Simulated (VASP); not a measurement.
# LiH (Fm-3m) in VASP: a series of runs

Runs on LiH. Level: LDA. Tasks: electric field gradients.

All numbers are computed with VASP 6.6.1; they aren't measurements. Logs are shortened: lines on timing, memory, paths and dates and some standing lists are left out, and cuts for length are marked.

**1. The cell of the first run**

It takes space group Fm-3m (No. 225, cubic). The conventional cell has a = 4.145 Å, b = 4.145 Å, c = 4.145 Å, α = 90.00°, β = 90.00°, γ = 90.00°. Within 2.7 Å of Li (site symmetry m-3m) lie 6 H at 2.07 Å. Within 2.7 Å of H (site symmetry m-3m) lie 6 Li at 2.07 Å.

**2. Electric field gradients, LDA (volume scaled by 1.06)**

Input file INCAR:

```
SYSTEM = LiH
ALGO = Normal
EDIFF = 1E-8
ENCUT = 520
GGA = CA
ISIF = 2
ISMEAR = -1
LASPH = .TRUE.
LCHARG = .FALSE.
LEFG = .TRUE.
LREAL = .FALSE.
LWAVE = .FALSE.
NBANDS = 9
NELM = 60
PREC = Accurate
SIGMA = 0.03
```

Input file KPOINTS:

```
k-points
0
G
  11 11 11
  0 0 0
```

Input file POSCAR:

```
LiH
1.0
    0.0000000000      2.0723630616      2.0723630616
    2.0723630616      0.0000000000      2.0723630616
    2.0723630616      2.0723630616      0.0000000000
Li H
1 1
Direct
    0.0000000000      0.0000000000      0.0000000000
    0.5000000000      0.5000000000      0.5000000000
```

Potentials or basis: VASP PAW LDA potentials, release 64 (Li_sv, H).

The run is started by

```bash
> cat potpaw_LDA.64/Li_sv/POTCAR potpaw_LDA.64/H/POTCAR > POTCAR
> mpirun -np 1 vasp_std > vasp.out
```

OUTCAR:

```text
SYSTEM = LiH
   EDIFF = 1E-8
   ENCUT = 520
   GGA = CA
   ISIF = 2
   ISMEAR = -1
   LASPH = .TRUE.
   LREAL = .FALSE.
   NELM = 60
   PREC = Accurate

 ion  position               nearest neighbor table
   1  0.000  0.000  0.000-
   2  0.500  0.500  0.500-

  LATTYP: Found a face centered cubic cell.
 ALAT       =     4.1447261232

  Lattice vectors:

 A1 = (   0.0000000000,   2.0723630616,   2.0723630616)
 A2 = (   2.0723630616,   0.0000000000,   2.0723630616)
 A3 = (   2.0723630616,   2.0723630616,   0.0000000000)

Analysis of symmetry for initial positions (statically):
=====================================================================
 Subroutine PRICEL returns:
 Original cell was already a primitive cell.

 Routine SETGRP: Setting up the symmetry group for a
 face centered cubic supercell.

 Subroutine GETGRP returns: Found 48 space group operations
 (whereof 48 operations were pure point group operations)
 out of a pool of 48 trial point group operations.

The static configuration has the point symmetry O_h .

Analysis of symmetry for dynamics (positions and initial velocities):
=====================================================================
 Subroutine PRICEL returns:
 Original cell was already a primitive cell.

 Routine SETGRP: Setting up the symmetry group for a
 face centered cubic supercell.

 Subroutine GETGRP returns: Found 48 space group operations
 (whereof 48 operations were pure point group operations)
 out of a pool of 48 trial point group operations.

The dynamic configuration has the point symmetry O_h .

 Subroutine INISYM returns: Found 48 space group operations
 (whereof 48 operations are pure point group operations),
 and found     1 'primitive' translations

----------------------------------------------------------------------------------------

                                     Primitive cell

  volume of cell :      17.8003

  direct lattice vectors                    reciprocal lattice vectors
     0.000000000  2.072363062  2.072363062    -0.241270465  0.241270465  0.241270465
     2.072363062  0.000000000  2.072363062     0.241270465 -0.241270465  0.241270465
     2.072363062  2.072363062  0.000000000     0.241270465  0.241270465 -0.241270465

  length of vectors
     2.930763948  2.930763948  2.930763948     0.417892704  0.417892704  0.417892704

  position of ions in fractional coordinates (direct lattice)
     0.000000000  0.000000000  0.000000000
     0.500000000  0.500000000  0.500000000

  ion indices of the primitive-cell ions
   primitive index   ion index
                 1           1
                 2           2

----------------------------------------------------------------------------------------

 KPOINTS: k-points

Automatic generation of k-mesh.
 Grid dimensions read from file:
 generate k-points for:   11   11   11

 Generating k-lattice:

  Cartesian coordinates                     Fractional coordinates (reciprocal lattice)
    -0.021933679  0.021933679  0.021933679     0.090909091  0.000000000  0.000000000
     0.021933679 -0.021933679  0.021933679     0.000000000  0.090909091  0.000000000
     0.021933679  0.021933679 -0.021933679     0.000000000  0.000000000  0.090909091

  Length of vectors
     0.037990246  0.037990246  0.037990246

  Shift w.r.t. Gamma in fractional coordinates (k-lattice)
     0.000000000  0.000000000  0.000000000

 Subroutine IBZKPT returns following result:
 ===========================================

 Found     56 irreducible k-points:

 Following reciprocal coordinates:
            Coordinates               Weight
  0.000000  0.000000  0.000000      1.000000
  0.090909  0.000000  0.000000      8.000000
  0.181818  0.000000  0.000000      8.000000
  0.272727  0.000000  0.000000      8.000000
  0.363636  0.000000  0.000000      8.000000
  0.454545  0.000000  0.000000      8.000000
[... 16 lines left out ...]
 -0.272727  0.181818  0.000000     24.000000
 -0.181818  0.181818  0.000000     12.000000
 [... further k-points ...]
   k-points           NKPTS =     56   k-points in BZ     NKDIM =     56   number of bands    NBANDS=      9
   number of dos      NEDOS =    301   number of ions     NIONS =      2
   total plane-waves  NPLWV =  13824
   dimension x,y,z NGX =    24 NGY =   24 NGZ =   24
   dimension x,y,z NGXF=    48 NGYF=   48 NGZF=   48
   ions per type =               1   1
   NGX,Y,Z   is equivalent  to a cutoff of  13.61, 13.61, 13.61 a.u.
   NGXF,Y,Z  is equivalent  to a cutoff of  27.23, 27.23, 27.23 a.u.
 SYSTEM =  LiH
   PREC   = accura    normal or accurate (medium, high low for compatibility)
   ISTART =      0    job   : 0-new  1-cont  2-samecut
   ICHARG =      2    charge: 1-file 2-atom 10-const
   ISPIN  =      1    spin polarized calculation?
   LNONCOLLINEAR =      F non collinear calculations
   LSORBIT =      F    spin-orbit coupling
   LASPH  =      T    aspherical Exc in radial PAW
   ENCUT  =  520.0 eV  38.22 Ry    6.18 a.u.   5.45  5.45  5.45*2*pi/ulx,y,z
   NELM   =     60;   NELMIN=  2; NELMDL= -5     # of ELM steps
   EDIFF  = 0.1E-07   stopping-criterion for ELM
   LREAL  =      F    real-space projection
   EDIFFG = 0.1E-06   stopping-criterion for IOM
   NSW    =      0    number of steps for IOM
   IBRION =     -1    ionic relax: 0-MD 1-quasi-New 2-CG
   NFREE  =      0    steps in history (QN), initial steepest desc. (CG)
   ISIF   =      2    stress and relaxation
   ISYM   =      2    0-nonsym 1-usesym 2-fastsym
   POTIM  = 0.5000    time-step for ionic-motion
   TEBEG  =    0.0;   TEEND  =   0.0 temperature during run
   PSTRESS=    0.0 pullay stress
   NELECT =       4.0000    total number of electrons
   NUPDOWN=      -1.0000    fix difference up-down
   EMIN   =  10.00;   EMAX   =-10.00  energy-range for DOS
   EFERMI =   0.00;   METHOD = LEGACY
   ISMEAR =    -1;   SIGMA  =   0.03  broadening in eV -4-tet -1-fermi 0-gaus
   EFERMI_NEDOS =   21; number of points for ismear=-14 and -15
   IALGO  =     38    algorithm
   IMIX   =      4    mixing-type and parameters
     AMIX     =   0.40;   BMIX     =  1.00
     AMIX_MAG =   1.60;   BMIX_MAG =  1.00
  volume/ion in A,a.u.               =       8.90        60.06
  Fermi-wavevector in a.u.,A,eV,Ry     =   0.995296  1.880837 13.478127  0.990614
  Thomas-Fermi vector in A             =   2.127306
   LORBIT       =      0    0 simple, 1 ext, 2 COOP (PROOUT), +10 PAW based schemes
   GGA     = CA    functional components
   LHFCALC =     F    Hartree Fock is set to
   AEXX    =    0.0000 exact exchange contribution
   IVDW    =     0    specifies the selected vdW correction
   LEPSILON=     F    determine dielectric tensor
   LRPA    =     F    only Hartree local field effects (RPA)
 non-spin polarized calculation
  energy-cutoff  :      520.00
  volume of cell :       17.80
 maximum number of plane-waves:       531
 NGX is ok and might be reduce to    24
   NGX = 11   NGY = 11   NGZ = 11

 number of electron       4.0000007 magnetization

 Free energy of the ion-electron system (eV)
  ---------------------------------------------------
  ext. energy  EPLUGINS =         0.00000000
  ---------------------------------------------------
  free energy    TOTEN  =        -6.44298529 eV

  energy without entropy =       -6.44298529  energy(sigma->0) =       -6.44298529

 E-fermi :   0.3658     XC(G=0):  -8.4823

 val. band max:       -0.2952559531   @ k =  -0.4545   0.4545   0.0000
 cond. band min:       2.5756472157   @ k =  -0.4545   0.4545   0.0000
 fundamental gap:      2.8709031688
 Fermi energy:         0.3657649861

 k-point     1 :       0.0000    0.0000    0.0000
  band No.  band energies     occupation
      1     -43.8161      2.00000
      2      -5.4409      2.00000
      3      14.6129      0.00000
      4      16.1781      0.00000
      5      16.1781      0.00000
      6      16.1781      0.00000
      7      20.8220      0.00000
      8      20.8220      0.00000
      9      20.8220      0.00000
[... 265 lines left out ...]
 k-point    24 :      -0.1818    0.1818    0.0000
  band No.  band energies     occupation
      1     -43.7920      2.00000
      2      -3.9830      2.00000
      3       9.1884      0.00000
      4       9.2803      0.00000
      5      14.6238      0.00000
      6      15.9167      0.00000
      7      19.8293      0.00000
      8      21.5269      0.00000
      9      23.1333      0.00000

 [... further k-points ...]

------------------------ aborting loop because EDIFF is reached ----------------------------------------

  FORCE on cell =-STRESS in cart. coord.  units (eV):
  Direction    XX          YY          ZZ          XY          YZ          ZX
  --------------------------------------------------------------------------------------
  -------------------------------------------------------------------------------------
  Total       -0.6086042     -0.6086042     -0.6086042      0.0000000      0.0000000      0.0000000
  in kB      -54.7794884    -54.7794884    -54.7794884      0.0000000      0.0000000      0.0000000
  external PRESSURE =     -54.7794884 kB  Pullay stress =       0.0000000 kB

 VOLUME and BASIS-vectors are now :
 -----------------------------------------------------------------------------
  energy-cutoff  :      520.00
  volume of cell :       17.80
      direct lattice vectors                 reciprocal lattice vectors
     0.000000000  2.072363062  2.072363062    -0.241270465  0.241270465  0.241270465
     2.072363062  0.000000000  2.072363062     0.241270465 -0.241270465  0.241270465
     2.072363062  2.072363062  0.000000000     0.241270465  0.241270465 -0.241270465

 POSITION                                       TOTAL-FORCE (eV/Angst)
 -----------------------------------------------------------------------------------
      0.00000      0.00000      0.00000        -0.000000     -0.000000     -0.000000
      2.07236      2.07236      2.07236         0.000000      0.000000      0.000000
 -----------------------------------------------------------------------------------
    total drift:                                0.000000     -0.000000     -0.000000

  FREE ENERGIE OF THE ION-ELECTRON SYSTEM (eV)
  ---------------------------------------------------
  free  energy   TOTEN  =        -6.4429852851 eV

  energy  without entropy=       -6.4429852851  energy(sigma->0) =       -6.44298529

 Electric field gradients (V/A^2)
---------------------------------------------------------------------
 ion       V_xx      V_yy      V_zz      V_xy      V_xz      V_yz
---------------------------------------------------------------------
   1      -0.000     0.000    -0.000    -0.003    -0.003    -0.003
   2      -0.000    -0.000     0.000     0.001     0.001     0.001
---------------------------------------------------------------------

 Electric field gradients after diagonalization (V/A^2)
 (convention: |V_zz| > |V_xx| > |V_yy|)
----------------------------------------------------------------------
 ion       V_xx      V_yy      V_zz     asymmetry (V_yy - V_xx)/ V_zz
----------------------------------------------------------------------
   1       0.003     0.003    -0.007       0.000
   2      -0.001    -0.001     0.002       0.000
----------------------------------------------------------------------

           NMR quadrupolar parameters

 Cq : quadrupolar parameter    Cq=e*Q*V_zz/h
 eta: asymmetry parameters     (V_yy - V_xx)/ V_zz
 Q  : nuclear electric quadrupole moment in mb (millibarn)
----------------------------------------------------------------------
 ion       Cq(MHz)       eta       Q (mb)
----------------------------------------------------------------------
   1      -0.000       0.000       1.000
   2       0.000       0.000       1.000
----------------------------------------------------------------------
```

Wall time 5.4 s (1 thread of Intel Xeon Platinum 8375C at 2.90GHz (Ice Lake), shared host); peak memory 0.12 GiB.

Results:

* Free energy: -6.4430 eV
* Band gap on the k mesh: 2.87 eV, direct

Caveat: the cutoff is under 1.25 times the usual one of these potentials, so pressure, stress and relaxed cells hold a basis-set (Pulay) error; without QUAD_EFG the Cq values of the log hold for a quadrupole moment of 1 mb, not for the nuclei.

**3. Electric field gradients, LDA (volume scaled by 0.94)**

Input file INCAR:

```
PREC = Accurate
ENCUT = 520
EDIFF = 1E-8
ISMEAR = -1
SIGMA = 0.03
LREAL = False
LASPH = True
NELM = 80
ALGO = Normal
ISIF = 2
LWAVE = False
LCHARG = False
GGA = CA
LEFG = True
NBANDS = 9
```

Input file KPOINTS:

```
Automatic mesh
0
Gamma
  11 11 11
```

Input file POSCAR:

```
LiH
1.0
    0.0000000000      1.9910087660      1.9910087660
    1.9910087660      0.0000000000      1.9910087660
    1.9910087660      1.9910087660      0.0000000000
Li H
1 1
Direct
    0.0000000000      0.0000000000      0.0000000000
    0.5000000000      0.5000000000      0.5000000000
```

Potentials or basis: VASP PAW LDA potentials, release 64 (Li_sv, H).

The run is started by

```bash
> cat potpaw_LDA.64/Li_sv/POTCAR potpaw_LDA.64/H/POTCAR > POTCAR
> mpirun -np 1 vasp_std > vasp.out
```

OUTCAR:

```text
PREC = Accurate
   ENCUT = 520
   EDIFF = 1E-8
   ISMEAR = -1
   LREAL = False
   LASPH = True
   NELM = 80
   ISIF = 2
   GGA = CA

 ion  position               nearest neighbor table
   1  0.000  0.000  0.000-
   2  0.500  0.500  0.500-

  LATTYP: Found a face centered cubic cell.
 ALAT       =     3.9820175320

  Lattice vectors:

 A1 = (   0.0000000000,   1.9910087660,   1.9910087660)
 A2 = (   1.9910087660,   0.0000000000,   1.9910087660)
 A3 = (   1.9910087660,   1.9910087660,   0.0000000000)
[... 497 lines left out ...]

  FREE ENERGIE OF THE ION-ELECTRON SYSTEM (eV)
  ---------------------------------------------------
  free  energy   TOTEN  =        -6.4908509436 eV

  energy  without entropy=       -6.4908509436  energy(sigma->0) =       -6.49085094

 Electric field gradients (V/A^2)
---------------------------------------------------------------------
 ion       V_xx      V_yy      V_zz      V_xy      V_xz      V_yz
---------------------------------------------------------------------
   1      -0.000     0.000    -0.000     0.000     0.000     0.000
   2      -0.000     0.000     0.000     0.000     0.000     0.000
---------------------------------------------------------------------

 Electric field gradients after diagonalization (V/A^2)
 (convention: |V_zz| > |V_xx| > |V_yy|)
----------------------------------------------------------------------
 ion       V_xx      V_yy      V_zz     asymmetry (V_yy - V_xx)/ V_zz
----------------------------------------------------------------------
   1      -0.000    -0.000     0.000       0.000
   2      -0.000    -0.000     0.001       0.000
----------------------------------------------------------------------

           NMR quadrupolar parameters

 Cq : quadrupolar parameter    Cq=e*Q*V_zz/h
 eta: asymmetry parameters     (V_yy - V_xx)/ V_zz
 Q  : nuclear electric quadrupole moment in mb (millibarn)
----------------------------------------------------------------------
 ion       Cq(MHz)       eta       Q (mb)
----------------------------------------------------------------------
   1       0.000       0.000       1.000
   2       0.000       0.000       1.000
----------------------------------------------------------------------
```

OSZICAR:

```text
N       E                     dE             d eps       ncg     rms          rms(c)
DAV:   1    -0.170530717933E+01   -0.17053E+01   -0.14183E+03  1040   0.394E+02
DAV:   2    -0.668082128524E+01   -0.49755E+01   -0.48065E+01  1381   0.563E+01
DAV:   3    -0.674558563310E+01   -0.64764E-01   -0.64748E-01  1294   0.553E+00
DAV:   4    -0.674597646165E+01   -0.39083E-03   -0.39079E-03  1399   0.336E-01
DAV:   5    -0.674597974149E+01   -0.32798E-05   -0.32798E-05  1284   0.195E-02    0.281E+00
DAV:   6    -0.655437732848E+01    0.19160E+00   -0.16755E-01  1120   0.119E+00    0.138E+00
DAV:   7    -0.649015227075E+01    0.64225E-01   -0.19810E-01  1240   0.142E+00    0.202E-01
DAV:   8    -0.649091357092E+01   -0.76130E-03   -0.36081E-03  1136   0.416E-01    0.461E-02
DAV:   9    -0.649085076867E+01    0.62802E-04   -0.21070E-04  1279   0.546E-02    0.520E-03
DAV:  10    -0.649085087181E+01   -0.10314E-06   -0.52618E-06  1216   0.172E-02    0.330E-03
DAV:  11    -0.649085093405E+01   -0.62244E-07   -0.89409E-08  1407   0.145E-03    0.354E-04
DAV:  12    -0.649085094359E+01   -0.95352E-08   -0.37759E-09   916   0.507E-04
   1 F= -.64908509E+01 E0= -.64908509E+01  d E =-.199072E-12
```

It took 22 s on 1 thread of AMD EPYC 7R13, shared host; peak memory 0.09 GiB.

Results:

```
Free energy            : -6.4909 eV
Band gap on the k mesh : 2.79 eV, direct
```

Caveat: the cutoff is under 1.25 times the usual one of these potentials, so pressure, stress and relaxed cells hold a basis-set (Pulay) error; without QUAD_EFG the Cq values of the log hold for a quadrupole moment of 1 mb, not for the nuclei. A k mesh can miss the band edges.

(Continued in part 2 of 3.)
